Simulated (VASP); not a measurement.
# Sn4HO8 in VASP: notebook

Runs on Sn4HO8. Level: PBE. Tasks: single point.

Everything below comes from runs of VASP 6.6.1. Logs are shortened: lines on timing, memory, paths and dates and some standing lists are left out, and cuts for length are marked.

## 1. The cell of the first run

The cell holds a slab with vacuum, 26 atoms: a = 6.701 Å, b = 6.373 Å, c = 18.404 Å, α = 90.00°, β = 90.00°, γ = 90.00°.

## 2. Single point, PBE

The input, INCAR:

```
  ALGO = Normal
  EDIFF = 1E-7
  ENCUT = 520
  GGA = PE
  ISIF = 2
  ISMEAR = 0
  LASPH = True
  LCHARG = False
  LREAL = Auto
  LWAVE = False
  NBANDS = 124
  NELM = 80
  PREC = Accurate
  SIGMA = 0.05
```

The input, KPOINTS:

```
k-points
0
Gamma
  2 2 1
```

The input, POSCAR:

```
Sn4HO8
1.0
    6.7005440000      0.0000000000      0.0000000000
    0.0000000000      6.3730000000      0.0000000000
    0.0000000000      0.0000000000     18.4039890000
Sn O H
8 16 2
Direct
    0.0000000000      0.0000000000      0.0543359921
    0.5000000000      0.2500000000      0.0543359921
    0.5081814253     -0.0018870234      0.2511240362
    0.0045481382      0.2420621371      0.2414878101
    0.0000000000      0.5000000000      0.0543359921
    0.5000000000      0.7500000000      0.0543359921
    0.5074040257      0.5015512318      0.2477677530
    0.0046124613      0.7575027460      0.2395249747
    0.0096653346      0.0024544171      0.1620959456
    0.1934999606      0.2500000000      0.0543359921
    0.5000000000      0.0000000000      0.1247857190
    0.8065000394      0.2500000000      0.0543359921
    0.5339348566     -0.0502970344      0.3572139714
    0.6989319076      0.2503563471      0.2323899455
    0.9991927521     -0.0023739212      0.3099597593
    0.3130651780      0.2508776087      0.2407984486
    0.0089382295      0.4972502746      0.1661524575
    0.1934999606      0.7500000000      0.0543359921
    0.5000000000      0.5000000000      0.1247857190
    0.8065000394      0.7500000000      0.0543359921
    0.5361446772      0.5173373607      0.3561114930
    0.7011254609      0.7482722423      0.2262886051
    1.0063927645      0.5015805743      0.3105853845
    0.3106785061      0.7487621214      0.2337268839
    0.5675964519      0.6653919661      0.3680881357
    0.9789379788      0.5002460380      0.3623205274
```

Potentials or basis: VASP PAW PBE potentials, release 64 (Sn_d, O, H).

Command:

```bash
cat potpaw_PBE.64/Sn_d/POTCAR potpaw_PBE.64/O/POTCAR potpaw_PBE.64/H/POTCAR > POTCAR
mpirun -np 1 vasp_std > vasp.out
```

OUTCAR:

```text
EDIFF = 1E-7
   ENCUT = 520
   GGA = PE
   ISIF = 2
   ISMEAR = 0
   LASPH = True
   LREAL = Auto
   NELM = 80
   PREC = Accurate

 ion  position               nearest neighbor table
   1  0.000  0.000  0.054-   9 1.98  10 2.05  12 2.05  18 2.05  20 2.05   5 3.19   5 3.19   2 3.71
                             6 3.71   2 3.71   6 3.71   8 3.74
   2  0.500  0.250  0.054-  10 2.05  12 2.05  11 2.05  19 2.05   6 3.19   6 3.19   1 3.71   5 3.71
                             1 3.71   5 3.71
   3  0.508  0.998  0.251-  13 1.98  14 2.08  16 2.08  24 2.09  22 2.10  11 2.33   7 3.17   7 3.21
                             8 3.67   4 3.68   8 3.71   4 3.72
   4  0.005  0.242  0.241-  15 2.00  14 2.06  16 2.07  23 2.09   9 2.11  17 2.14   8 3.09   8 3.29
                             3 3.68   3 3.72   7 3.72   7 3.76
   5  0.000  0.500  0.054-  10 2.05  12 2.05  18 2.05  20 2.05  17 2.06   1 3.19   1 3.19   2 3.71
                             6 3.71   2 3.71   6 3.71
   6  0.500  0.750  0.054-  18 2.05  20 2.05  19 2.05  11 2.05   2 3.19   2 3.19   5 3.71   1 3.71
                             1 3.71   5 3.71
   7  0.507  0.502  0.248-  21 2.01  16 2.07  24 2.07  14 2.07  22 2.08  19 2.26   3 3.17   3 3.21
                             8 3.71   4 3.72   8 3.75   4 3.76
   8  0.005  0.758  0.240-  15 2.01  22 2.05  24 2.05  23 2.09   9 2.11  17 2.14   4 3.09   4 3.29
                             3 3.67   3 3.71   7 3.71   1 3.74   7 3.75
   9  0.010  0.002  0.162-   1 1.98   4 2.11   8 2.11
  10  0.193  0.250  0.054-   2 2.05   1 2.05   5 2.05
  11  0.500  0.000  0.125-   2 2.05   6 2.05   3 2.33
  12  0.807  0.250  0.054-   2 2.05   1 2.05   5 2.05
  13  0.534  0.950  0.357-   3 1.98
  14  0.699  0.250  0.232-   4 2.06   7 2.07   3 2.08
  15  0.999  0.998  0.310-   4 2.00   8 2.01
  16  0.313  0.251  0.241-   7 2.07   4 2.07   3 2.08
  17  0.009  0.497  0.166-   5 2.06   4 2.14   8 2.14
  18  0.193  0.750  0.054-   6 2.05   5 2.05   1 2.05
  19  0.500  0.500  0.125-   2 2.05   6 2.05   7 2.26
  20  0.807  0.750  0.054-   6 2.05   5 2.05   1 2.05
  21  0.536  0.517  0.356-  25 0.99   7 2.01
  22  0.701  0.748  0.226-   8 2.05   7 2.08   3 2.10
  23  0.006  0.502  0.311-  26 0.97   4 2.09   8 2.09
  24  0.311  0.749  0.234-   8 2.05   7 2.07   3 2.09
  25  0.568  0.665  0.368-  21 0.99
  26  0.979  0.500  0.362-  23 0.97

  LATTYP: Found a simple orthorhombic cell.
 ALAT       =     6.3730000000
 B/A-ratio  =     1.0513955751
 C/A-ratio  =     2.8878062137

  Lattice vectors:

 A1 = (   0.0000000000,  -6.3730000000,   0.0000000000)
 A2 = (   6.7005440000,   0.0000000000,   0.0000000000)
 A3 = (   0.0000000000,   0.0000000000,  18.4039890000)

Analysis of symmetry for initial positions (statically):
=====================================================================
 Subroutine PRICEL returns:
 Original cell was already a primitive cell.

 Routine SETGRP: Setting up the symmetry group for a
 simple orthorhombic supercell.

 Subroutine GETGRP returns: Found  1 space group operations
 (whereof  1 operations were pure point group operations)
 out of a pool of  8 trial point group operations.

The static configuration has the point symmetry C_1 .

Analysis of symmetry for dynamics (positions and initial velocities):
=====================================================================
 Subroutine PRICEL returns:
 Original cell was already a primitive cell.

 Routine SETGRP: Setting up the symmetry group for a
 simple orthorhombic supercell.

 Subroutine GETGRP returns: Found  1 space group operations
 (whereof  1 operations were pure point group operations)
 out of a pool of  8 trial point group operations.

The dynamic configuration has the point symmetry C_1 .

 Subroutine INISYM returns: Found  1 space group operations
 (whereof  1 operations are pure point group operations),
 and found     1 'primitive' translations

----------------------------------------------------------------------------------------

                                     Primitive cell

  volume of cell :     785.8976

  direct lattice vectors                    reciprocal lattice vectors
     6.700544000  0.000000000  0.000000000     0.149241614  0.000000000  0.000000000
     0.000000000  6.373000000  0.000000000     0.000000000  0.156911972  0.000000000
     0.000000000  0.000000000 18.403989000     0.000000000  0.000000000  0.054336046

  length of vectors
     6.700544000  6.373000000 18.403989000     0.149241614  0.156911972  0.054336046

  position of ions in fractional coordinates (direct lattice)
     0.000000000  0.000000000  0.054335992
     0.500000000  0.250000000  0.054335992
     0.508181425  0.998112977  0.251124036
     0.004548138  0.242062137  0.241487810
     0.000000000  0.500000000  0.054335992
     0.500000000  0.750000000  0.054335992
[... 18 lines left out ...]
     0.567596452  0.665391966  0.368088136
     0.978937979  0.500246038  0.362320527

  ion indices of the primitive-cell ions
   primitive index   ion index
                 1           1
                 2           2
                 3           3
                 4           4
                 5           5
                 6           6
[... 18 lines left out ...]
                25          25
                26          26

----------------------------------------------------------------------------------------

 KPOINTS: k-points

Automatic generation of k-mesh.
 Grid dimensions read from file:
 generate k-points for:    2    2    1

 Generating k-lattice:

  Cartesian coordinates                     Fractional coordinates (reciprocal lattice)
     0.074620807  0.000000000  0.000000000     0.500000000  0.000000000  0.000000000
     0.000000000  0.078455986  0.000000000     0.000000000  0.500000000  0.000000000
     0.000000000  0.000000000  0.054336046     0.000000000  0.000000000  1.000000000

  Length of vectors
     0.074620807  0.078455986  0.054336046

  Shift w.r.t. Gamma in fractional coordinates (k-lattice)
     0.000000000  0.000000000  0.000000000

 Subroutine IBZKPT returns following result:
 ===========================================

 Found      4 irreducible k-points:

 Following reciprocal coordinates:
            Coordinates               Weight
  0.000000  0.000000  0.000000      1.000000
  0.500000  0.000000  0.000000      1.000000
  0.000000  0.500000  0.000000      1.000000
  0.500000  0.500000  0.000000      1.000000
   k-points           NKPTS =      4   k-points in BZ     NKDIM =      4   number of bands    NBANDS=    124
   number of dos      NEDOS =    301   number of ions     NIONS =     26
   total plane-waves  NPLWV = 336000
   dimension x,y,z NGX =    50 NGY =   48 NGZ =  140
   dimension x,y,z NGXF=   100 NGYF=   96 NGZF=  280
   ions per type =               8  16   2
   NGX,Y,Z   is equivalent  to a cutoff of  12.41, 12.52, 12.65 a.u.
   NGXF,Y,Z  is equivalent  to a cutoff of  24.81, 25.04, 25.29 a.u.
 SYSTEM =  unknown system
   PREC   = accura    normal or accurate (medium, high low for compatibility)
   ISTART =      0    job   : 0-new  1-cont  2-samecut
   ICHARG =      2    charge: 1-file 2-atom 10-const
   ISPIN  =      1    spin polarized calculation?
   LNONCOLLINEAR =      F non collinear calculations
   LSORBIT =      F    spin-orbit coupling
   LASPH  =      T    aspherical Exc in radial PAW
   ENCUT  =  520.0 eV  38.22 Ry    6.18 a.u.  12.46 11.85 34.22*2*pi/ulx,y,z
   NELM   =     80;   NELMIN=  2; NELMDL= -5     # of ELM steps
   EDIFF  = 0.1E-06   stopping-criterion for ELM
   LREAL  =      T    real-space projection
   EDIFFG = 0.1E-05   stopping-criterion for IOM
   NSW    =      0    number of steps for IOM
   IBRION =     -1    ionic relax: 0-MD 1-quasi-New 2-CG
   NFREE  =      0    steps in history (QN), initial steepest desc. (CG)
   ISIF   =      2    stress and relaxation
   ISYM   =      2    0-nonsym 1-usesym 2-fastsym
   POTIM  = 0.5000    time-step for ionic-motion
   TEBEG  =    0.0;   TEEND  =   0.0 temperature during run
   PSTRESS=    0.0 pullay stress
   NELECT =     210.0000    total number of electrons
   NUPDOWN=      -1.0000    fix difference up-down
   EMIN   =  10.00;   EMAX   =-10.00  energy-range for DOS
   EFERMI =   0.00;   METHOD = LEGACY
   ISMEAR =     0;   SIGMA  =   0.05  broadening in eV -4-tet -1-fermi 0-gaus
   EFERMI_NEDOS =   21; number of points for ismear=-14 and -15
   IALGO  =     38    algorithm
   IMIX   =      4    mixing-type and parameters
     AMIX     =   0.40;   BMIX     =  1.00
     AMIX_MAG =   1.60;   BMIX_MAG =  1.00
  volume/ion in A,a.u.               =      30.23       203.98
  Fermi-wavevector in a.u.,A,eV,Ry     =   1.054450  1.992621 15.127836  1.111865
  Thomas-Fermi vector in A             =   2.189611
   LORBIT       =      0    0 simple, 1 ext, 2 COOP (PROOUT), +10 PAW based schemes
   GGA     = PE    functional components
   LHFCALC =     F    Hartree Fock is set to
   AEXX    =    0.0000 exact exchange contribution
   IVDW    =     0    specifies the selected vdW correction
   LEPSILON=     F    determine dielectric tensor
   LRPA    =     F    only Hartree local field effects (RPA)
 non-spin polarized calculation
 Gauss-broadening in eV      SIGMA  =   0.05
  energy-cutoff  :      520.00
  volume of cell :      785.90
 maximum number of plane-waves:     21232
 NGX is ok and might be reduce to    50
   NGX = 25   NGY = 23   NGZ = 69

 number of electron     210.0000002 magnetization

 Free energy of the ion-electron system (eV)
  ---------------------------------------------------
  ext. energy  EPLUGINS =         0.00000000
  ---------------------------------------------------
  free energy    TOTEN  =      -146.91202792 eV

  energy without entropy =     -146.86527288  energy(sigma->0) =     -146.88865040

 E-fermi :  -0.9601     XC(G=0):  -5.0696

 val. band max:       -0.9623728570   @ k =   0.0000   0.5000   0.0000
 cond. band min:      -0.9563349583   @ k =   0.5000   0.0000   0.0000
 fundamental gap:      0.0060378987
 Fermi energy:        -0.9600540493

 k-point     1 :       0.0000    0.0000    0.0000
  band No.  band energies     occupation
      1     -23.9517      2.00000
      2     -23.8930      2.00000
      3     -23.2586      2.00000
      4     -23.0926      2.00000
      5     -23.0798      2.00000
      6     -23.0364      2.00000
[... 109 lines left out ...]
    116       4.3033      0.00000
    117       4.7287      0.00000
[... 358 lines left out ...]
    116       4.3626      0.00000
    117       4.5494      0.00000
 [bands above 117 left out]

------------------------ aborting loop because EDIFF is reached ----------------------------------------

  FORCE on cell =-STRESS in cart. coord.  units (eV):
  Direction    XX          YY          ZZ          XY          YZ          ZX
  --------------------------------------------------------------------------------------
  -------------------------------------------------------------------------------------
  Total       28.4785169     16.5127628     -0.9669288     -0.0145819      0.2147793     -0.7510721
  in kB       58.0579910     33.6638962     -1.9712383     -0.0297274      0.4378618     -1.5311801
  external PRESSURE =      29.9168829 kB  Pullay stress =       0.0000000 kB

 VOLUME and BASIS-vectors are now :
 -----------------------------------------------------------------------------
  energy-cutoff  :      520.00
  volume of cell :      785.90
      direct lattice vectors                 reciprocal lattice vectors
     6.700544000  0.000000000  0.000000000     0.149241614  0.000000000  0.000000000
     0.000000000  6.373000000  0.000000000     0.000000000  0.156911972  0.000000000
     0.000000000  0.000000000 18.403989000     0.000000000  0.000000000  0.054336046

 POSITION                                       TOTAL-FORCE (eV/Angst)
 -----------------------------------------------------------------------------------
      0.00000      0.00000      1.00000         0.043048      0.021390      2.121453
      3.35027      1.59325      1.00000        -0.012632     -0.001372      0.904539
      3.40509      6.36097      4.62168         0.034726      0.009148     -0.102364
      0.03048      1.54266      4.44434         0.074456      0.014659     -0.058354
      0.00000      3.18650      1.00000         0.066781     -0.028988      2.928698
      3.35027      4.77975      1.00000        -0.011117      0.003373      0.932336
[... 18 lines left out ...]
      3.80321      4.24054      6.77429        -0.107747      0.327167      0.091727
      6.55942      3.18807      6.66814        -0.125478      0.015738      0.084805
 -----------------------------------------------------------------------------------
    total drift:                               -0.022447      0.001694     -0.010628

  FREE ENERGIE OF THE ION-ELECTRON SYSTEM (eV)
  ---------------------------------------------------
  free  energy   TOTEN  =      -146.9120279217 eV

  energy  without entropy=     -146.8652728798  energy(sigma->0) =     -146.88865040
```

It took 30 min on 1 thread of Intel Xeon Platinum 8488C (Sapphire Rapids), shared host; peak memory 0.81 GiB.

What came out:

| Property | Result |
| --- | --- |
| Free energy | -146.9120 eV |
| Largest force | 2.930 eV/Å |
| Band gap on the k mesh | zero (band 105 reaches -0.95 eV, above the bottom of band 106 at -0.97 eV) |

Forces on the atoms (eV/Å):
```
Sn   0.043  0.021  2.121
Sn  -0.013 -0.001  0.905
Sn   0.035  0.009 -0.102
Sn   0.074  0.015 -0.058
Sn   0.067 -0.029  2.929
Sn  -0.011  0.003  0.932
Sn   0.030 -0.033 -0.006
Sn   0.024 -0.015 -0.025
O    0.002  0.004  0.022
O   -0.730  0.101 -1.556
O   -0.033  0.121 -0.548
O    0.769  0.086 -1.459
O    0.031 -0.070  0.097
O   -0.045  0.008  0.016
O    0.002 -0.003  0.119
O   -0.041 -0.002 -0.019
O    0.005 -0.008  0.063
O   -0.798 -0.103 -1.502
O   -0.043 -0.137 -0.580
O    0.837 -0.088 -1.424
O   -0.041 -0.206 -0.011
O   -0.002  0.017 -0.028
O    0.123 -0.037 -0.018
O   -0.053  0.001 -0.043
H   -0.108  0.327  0.092
H   -0.125  0.016  0.085
```

Levels at points of the mesh, in eV from the Fermi level:
```
           k point  band 102  band 103  band 104  band 105  band 106  band 107  band 108  band 109
(0.00, 0.00, 0.00)     -0.48     -0.42     -0.02      0.01      0.31      0.48      1.06      2.22
(0.50, 0.00, 0.00)     -0.50     -0.46     -0.10     -0.01      0.00      1.09      1.29      2.38
(0.00, 0.50, 0.00)     -0.54     -0.52     -0.42     -0.18      0.00      0.95      0.96      3.61
(0.50, 0.50, 0.00)     -0.44     -0.18     -0.09     -0.02     -0.01      0.63      0.66      4.25
```

Caveat: the k points lie up to 0.49 Å⁻¹ apart; spin-orbit coupling is left out, which moves the levels of the heavy elements.

[end of part 1 of 2]
